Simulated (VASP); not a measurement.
# AlN: single point with r2SCAN

AlN:

```
Al N
1.0
     3.16423    0.00000    0.00000
    -1.58212    2.74031    0.00000
     0.00000    0.00000    5.08701
Al N
2 2
Direct
  0.33333 0.66667 0.99957
  0.66667 0.33333 0.49957
  0.33333 0.66667 0.38043
  0.66667 0.33333 0.88043
```

| Property | Result |
| --- | --- |
| Program | VASP 6.6.1 |
| Task | single point |
| Functional | r2SCAN |
| Potentials or basis | VASP PAW PBE potentials, release 64 (Al, N) |
| Cutoff | 520 eV |
| k mesh | 9 × 9 × 6 |
| Occupations | gaussian, width 0.02 eV |
| Spin | no spin polarisation |
| Dipole correction | no |
| Further INCAR settings | ALGO = Normal; EDIFF = 1e-06; NBANDS = 16 |

* Pressure: -11.3 GPa
* Largest force: 0.005 eV/Å
* Band gap on the k mesh: 4.41 eV

Forces on the atoms (eV/Å):
```
Al   0.000  0.000  0.005
Al   0.000  0.000  0.005
N    0.000  0.000 -0.005
N    0.000  0.000 -0.005
```

Levels at points of the mesh, in eV from the valence-band top:
| k point | band 4 | band 5 | band 6 | band 7 | band 8 | band 9 | band 10 | band 11 | band 12 | band 13 |
| --- | --- | --- | --- | --- | --- | --- | --- | --- | --- | --- |
| (0.00, 0.00, 0.00) | -0.82 | -0.82 | -0.18 | -0.18 | 0.00 | 4.41 | 7.06 | 11.12 | 11.66 | 11.66 |
| (0.00, 0.00, 0.50) | -3.27 | -0.51 | -0.51 | -0.51 | -0.51 | 6.76 | 6.76 | 10.82 | 10.82 | 11.97 |

It took 60 s on 1 thread of AMD EPYC 9R45 96-Core Processor (Zen 5), on a shared host, peak memory 0.14 GiB.

Caveat: the cell stands under tension; the PAW data sets were made with another functional, which shifts forces and pressure a little.
